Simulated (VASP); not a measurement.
# Mg27NO26 (a cell with a defect) in VASP: single point with PBE

Aim: the single point of Mg27NO26 (a cell with a defect) with PBE.

Program: VASP 6.6.1. These are calculated values, not measurements. Logs are shortened: lines on timing, memory, paths and dates and some standing lists are left out, and cuts for length are marked.

## (1) The cell of the first run

The cell holds a defect, 54 atoms: a = 8.946 Å, b = 8.946 Å, c = 8.946 Å, α = 60.00°, β = 60.00°, γ = 60.00°.

## (2) Single point, PBE

File INCAR:

```
PREC     = Accurate       # precision mode
ENCUT    = 520            # plane-wave cutoff, eV
EDIFF    = 1E-7           # SCF threshold, eV
ISMEAR   = -1             # smearing method
SIGMA    = 0.01           # smearing width, eV
LREAL    = Auto         
LASPH    = T              # aspherical terms in the spheres
NELM     = 60             # most SCF steps
ALGO     = Normal         # electronic algorithm
ISIF     = 2              # what is computed and relaxed
LWAVE    = F              # write WAVECAR
LCHARG   = F              # write CHGCAR
GGA      = PE             # functional
NELECT   = 216.0        
NBANDS   = 140            # bands
```

File KPOINTS:

```
regular mesh
0
Gamma
  3 3 3
```

File POSCAR:

```
Mg27NO26
1.0
    0.0000000000      6.3255000000      6.3255000000
    6.3255000000      0.0000000000      6.3255000000
    6.3255000000      6.3255000000      0.0000000000
Mg N O
27 1 26
Direct
    0.0004490608      0.0004490608      0.0004490608
    0.0041036318      0.0041036318      0.3292297015
    0.0004490608      0.0004490608      0.6653194842
    0.0041036318      0.3292297015      0.0041036318
    0.0041036318      0.3292297015      0.3292297015
    0.0003116838      0.3330216495      0.6666666667
    0.0004490608      0.6653194842      0.0004490608
    0.0003116838      0.6666666667      0.3330216495
    0.0003116838      0.6666666667      0.6666666667
    0.3292297015      0.0041036318      0.0041036318
    0.3292297015      0.0041036318      0.3292297015
    0.3330216495      0.0003116838      0.6666666667
    0.3292297015      0.3292297015      0.0041036318
    0.3328842725      0.3328842725      0.3328842725
    0.3328842725      0.3328842725      0.6680138491
    0.3330216495      0.6666666667      0.0003116838
    0.3328842725      0.6680138491      0.3328842725
    0.3330216495      0.6666666667      0.6666666667
    0.6653194842      0.0004490608      0.0004490608
    0.6666666667      0.0003116838      0.3330216495
    0.6666666667      0.0003116838      0.6666666667
    0.6666666667      0.3330216495      0.0003116838
    0.6680138491      0.3328842725      0.3328842725
    0.6666666667      0.3330216495      0.6666666667
    0.6666666667      0.6666666667      0.0003116838
    0.6666666667      0.6666666667      0.3330216495
    0.6666666667      0.6666666667      0.6666666667
    0.1666666667      0.1666666667      0.1666666667
    0.1666666667      0.1666666667      0.5040754003
    0.1666666667      0.1666666667      0.8292579330
    0.1666666667      0.5040754003      0.1666666667
    0.1666467654      0.5000066338      0.5000066338
    0.1666666667      0.5040754003      0.8292579330
    0.1666666667      0.8292579330      0.1666666667
    0.1666666667      0.8292579330      0.5040754003
    0.1666865680      0.8333266996      0.8333266996
    0.5040754003      0.1666666667      0.1666666667
    0.5000066338      0.1666467654      0.5000066338
    0.5040754003      0.1666666667      0.8292579330
    0.5000066338      0.5000066338      0.1666467654
    0.5000066338      0.5000066338      0.5000066338
    0.4999491481      0.4999491481      0.8333841852
    0.5040754003      0.8292579330      0.1666666667
    0.4999491481      0.8333841852      0.4999491481
    0.4999491481      0.8333841852      0.8333841852
    0.8292579330      0.1666666667      0.1666666667
    0.8292579330      0.1666666667      0.5040754003
    0.8333266996      0.1666865680      0.8333266996
    0.8292579330      0.5040754003      0.1666666667
    0.8333841852      0.4999491481      0.4999491481
    0.8333841852      0.4999491481      0.8333841852
    0.8333266996      0.8333266996      0.1666865680
    0.8333841852      0.8333841852      0.4999491481
    0.8333266996      0.8333266996      0.8333266996
```

Potentials or basis: VASP PAW PBE potentials, release 64 (Mg, N, O).

Command:

```console
> cat potpaw_PBE.64/Mg/POTCAR potpaw_PBE.64/N/POTCAR potpaw_PBE.64/O/POTCAR > POTCAR
> mpirun -np 1 vasp_std > vasp.out
```

OUTCAR:

```text
PREC = Accurate
   ENCUT = 520
   EDIFF = 1E-7
   ISMEAR = -1
   LREAL = Auto
   LASPH = T
   NELM = 60
   ISIF = 2
   GGA = PE
   NELECT = 216.0

 ion  position               nearest neighbor table
   1  0.000  0.000  0.000-  30 2.10  34 2.10  46 2.10  36 2.11  48 2.11  52 2.11   2 2.97   4 2.97
                            10 2.97   8 2.98   6 2.98  12 2.98  16 2.98  20 2.98  22 2.98  19 3.00
   2  0.004  0.004  0.329-  28 2.06  34 2.14  46 2.14  35 2.14  47 2.14  53 2.16  10 2.91  11 2.91
                             4 2.91   5 2.91   1 2.97   3 2.97  17 2.97  23 2.97  20 3.02   8 3.02
   3  0.000  0.000  0.665-  35 2.10  47 2.10  29 2.10  54 2.11  48 2.11  36 2.11   5 2.97  11 2.97
                             2 2.97   9 2.98  21 2.98  18 2.98  24 2.98  12 2.98   6 2.98  19 3.00
   4  0.004  0.329  0.004-  28 2.06  30 2.14  46 2.14  33 2.14  49 2.14  51 2.16  10 2.91  13 2.91
                             2 2.91   5 2.91   1 2.97   7 2.97  15 2.97  23 2.97  22 3.02   6 3.02
   5  0.004  0.329  0.329-  28 2.06  47 2.14  49 2.14  29 2.14  31 2.14  50 2.16  11 2.91  13 2.91
                             2 2.91   4 2.91  23 2.97   7 2.97   3 2.97  14 2.97  24 3.02  26 3.02
   6  0.000  0.333  0.667-  29 2.08  30 2.08  48 2.11  32 2.11  51 2.11  50 2.11  12 2.98   1 2.98
                            15 2.98   3 2.98  14 2.98  22 2.98  24 2.98  27 2.98   8 2.98   9 2.98
   7  0.000  0.665  0.000-  33 2.10  49 2.10  31 2.10  54 2.11  52 2.11  36 2.11   5 2.97  13 2.97
                             4 2.97   9 2.98  25 2.98  18 2.98  26 2.98  16 2.98   8 2.98  19 3.00
   8  0.000  0.667  0.333-  31 2.08  34 2.08  52 2.11  32 2.11  53 2.11  50 2.11  16 2.98   1 2.98
                            17 2.98   7 2.98  14 2.98  20 2.98  26 2.98  27 2.98   6 2.98   9 2.98
   9  0.000  0.667  0.667-  33 2.08  35 2.08  54 2.11  32 2.11  53 2.11  51 2.11  18 2.98   7 2.98
[... 62 lines left out ...]
  53  0.833  0.833  0.500-  27 2.11  20 2.11   8 2.11  21 2.11   9 2.11   2 2.16
  54  0.833  0.833  0.833-   9 2.11  21 2.11  25 2.11  19 2.11   7 2.11   3 2.11

  LATTYP: Found a face centered cubic cell.
 ALAT       =    12.6510000000

  Lattice vectors:

 A1 = (   0.0000000000,   6.3255000000,   6.3255000000)
 A2 = (   6.3255000000,   0.0000000000,   6.3255000000)
 A3 = (   6.3255000000,   6.3255000000,   0.0000000000)

Analysis of symmetry for initial positions (statically):
=====================================================================
 Subroutine PRICEL returns:
 Original cell was already a primitive cell.

 Routine SETGRP: Setting up the symmetry group for a
 face centered cubic supercell.

 Subroutine GETGRP returns: Found 48 space group operations
 (whereof  6 operations were pure point group operations)
 out of a pool of 48 trial point group operations.

The static configuration has the point symmetry C_3v.
[... 209 lines left out ...]
   NELECT =     216.0000    total number of electrons
   NUPDOWN=      -1.0000    fix difference up-down
   EMIN   =  10.00;   EMAX   =-10.00  energy-range for DOS
   EFERMI =   0.00;   METHOD = LEGACY
   ISMEAR =    -1;   SIGMA  =   0.01  broadening in eV -4-tet -1-fermi 0-gaus
   EFERMI_NEDOS =   21; number of points for ismear=-14 and -15
   IALGO  =     38    algorithm
   IMIX   =      4    mixing-type and parameters
     AMIX     =   0.40;   BMIX     =  1.00
     AMIX_MAG =   1.60;   BMIX_MAG =  1.00
  volume/ion in A,a.u.               =       9.37        63.26
  Fermi-wavevector in a.u.,A,eV,Ry     =   1.232503  2.329092 20.668107  1.519063
  Thomas-Fermi vector in A             =   2.367270
   LORBIT       =      0    0 simple, 1 ext, 2 COOP (PROOUT), +10 PAW based schemes
   GGA     = PE    functional components
   LHFCALC =     F    Hartree Fock is set to
   AEXX    =    0.0000 exact exchange contribution
   IVDW    =     0    specifies the selected vdW correction
   LEPSILON=     F    determine dielectric tensor
   LRPA    =     F    only Hartree local field effects (RPA)
 non-spin polarized calculation
  energy-cutoff  :      520.00
  volume of cell :      506.19
 maximum number of plane-waves:     13666
 NGX is ok and might be reduce to    70
   NGX = 33   NGY = 33   NGZ = 33

 number of electron     216.0000002 magnetization

 Free energy of the ion-electron system (eV)
  ---------------------------------------------------
  ext. energy  EPLUGINS =         0.00000000
  ---------------------------------------------------
  free energy    TOTEN  =      -314.59500694 eV

  energy without entropy =     -314.59500694  energy(sigma->0) =     -314.59500694

 E-fermi :   4.8094     XC(G=0): -11.0957

 val. band max:        4.5727003672   @ k =   0.0000   0.0000   0.0000
 cond. band min:       7.9147854505   @ k =   0.0000   0.0000   0.0000
 fundamental gap:      3.3420850833
 Fermi energy:         4.8094026154

 k-point     1 :       0.0000    0.0000    0.0000
  band No.  band energies     occupation
      1     -14.1115      2.00000
      2     -13.2679      2.00000
      3     -13.2241      2.00000
      4     -13.2241      2.00000
      5     -13.2241      2.00000
      6     -13.2155      2.00000
[... 481 lines left out ...]
    119      12.1470      0.00000
    120      12.3347      0.00000
 [bands above 120 left out]

------------------------ aborting loop because EDIFF is reached ----------------------------------------

  FORCE on cell =-STRESS in cart. coord.  units (eV):
  Direction    XX          YY          ZZ          XY          YZ          ZX
  --------------------------------------------------------------------------------------
  -------------------------------------------------------------------------------------
  Total       22.0532349     22.0532349     22.0532349     -0.0000000     -0.0000000     -0.0000000
  in kB       69.8020714     69.8020714     69.8020714     -0.0000000     -0.0000000     -0.0000000
  external PRESSURE =      69.8020714 kB  Pullay stress =       0.0000000 kB

 VOLUME and BASIS-vectors are now :
 -----------------------------------------------------------------------------
  energy-cutoff  :      520.00
  volume of cell :      506.19
      direct lattice vectors                 reciprocal lattice vectors
     0.000000000  6.325500000  6.325500000    -0.079045135  0.079045135  0.079045135
     6.325500000  0.000000000  6.325500000     0.079045135 -0.079045135  0.079045135
     6.325500000  6.325500000  0.000000000     0.079045135  0.079045135 -0.079045135

 POSITION                                       TOTAL-FORCE (eV/Angst)
 -----------------------------------------------------------------------------------
      0.00568      0.00568      0.00568        -0.009246     -0.009246     -0.009246
      2.10850      2.10850      0.05192        -0.000000     -0.000000      0.009849
      4.21132      4.21132      0.00568         0.009246      0.009246     -0.009246
      2.10850      0.05192      2.10850        -0.000000      0.009849     -0.000000
      4.16508      2.10850      2.10850        -0.009849     -0.000000     -0.000000
      6.32353      4.21897      2.10850        -0.010057      0.010057     -0.000000
[... 46 lines left out ...]
      8.43400      8.43400     10.54314        -0.000000     -0.000000     -0.015385
     10.54242     10.54242     10.54242         0.008272      0.008272      0.008272
 -----------------------------------------------------------------------------------
    total drift:                               -0.000015     -0.000015     -0.000015

  FREE ENERGIE OF THE ION-ELECTRON SYSTEM (eV)
  ---------------------------------------------------
  free  energy   TOTEN  =      -314.5950069421 eV

  energy  without entropy=     -314.5950069421  energy(sigma->0) =     -314.59500694
```

Run time: 21 min. Hardware: 1 thread of Oxide Virtual Turin-like, shared host; peak memory 0.75 GiB.

What came out:

```yaml
Free_energy: -314.5950 eV
Largest_force: 0.016 eV/Å
```

Forces in eV/Å, atoms in the order of the input:
```
Mg  -0.009 -0.009 -0.009
Mg   0.000  0.000  0.010
Mg   0.009  0.009 -0.009
Mg   0.000  0.010  0.000
Mg  -0.010  0.000  0.000
Mg  -0.010  0.010  0.000
Mg   0.009 -0.009  0.009
Mg  -0.010  0.000  0.010
Mg   0.000  0.010  0.010
Mg   0.010  0.000  0.000
Mg   0.000 -0.010  0.000
Mg   0.010 -0.010  0.000
Mg   0.000  0.000 -0.010
Mg   0.009  0.009  0.009
Mg  -0.009 -0.009  0.009
Mg   0.010  0.000 -0.010
Mg  -0.009  0.009 -0.009
Mg   0.000 -0.010 -0.010
Mg  -0.009  0.009  0.009
Mg   0.000 -0.010  0.010
Mg   0.010  0.000  0.010
Mg   0.000  0.010 -0.010
Mg   0.009 -0.009 -0.009
Mg  -0.010  0.000 -0.010
Mg   0.010  0.010  0.000
Mg  -0.010 -0.010  0.000
Mg   0.000  0.000  0.000
N    0.000  0.000  0.000
O    0.004  0.004  0.000
O   -0.004 -0.004  0.000
O    0.004  0.000  0.004
O   -0.008  0.008  0.008
O    0.000 -0.004  0.004
O   -0.004  0.000 -0.004
O    0.000  0.004 -0.004
O    0.008 -0.008 -0.008
O    0.000  0.004  0.004
O    0.008 -0.008  0.008
O   -0.004  0.000  0.004
O    0.008  0.008 -0.008
O   -0.008 -0.008 -0.008
O    0.000  0.000  0.015
O   -0.004  0.004  0.000
O    0.000  0.015  0.000
O   -0.015  0.000  0.000
O    0.000 -0.004 -0.004
O    0.004  0.000 -0.004
O   -0.008  0.008 -0.008
O    0.004 -0.004  0.000
O    0.015  0.000  0.000
O    0.000 -0.015  0.000
O   -0.008 -0.008  0.008
O    0.000  0.000 -0.015
O    0.008  0.008  0.008
```

Levels at points of the mesh, in eV from the Fermi level:
```
           k point  band 104  band 105  band 106  band 107  band 108  band 109  band 110  band 111  band 112  band 113
(0.00, 0.00, 0.00)     -1.76     -1.76     -0.24     -0.24     -0.24      3.11      5.95      5.95      5.95      5.96
```

Caveat: the cell carries a net charge on a neutralising background, which shifts energy and pressure; the cell is charged against a uniform background, so pressure and absolute levels hang on convention.
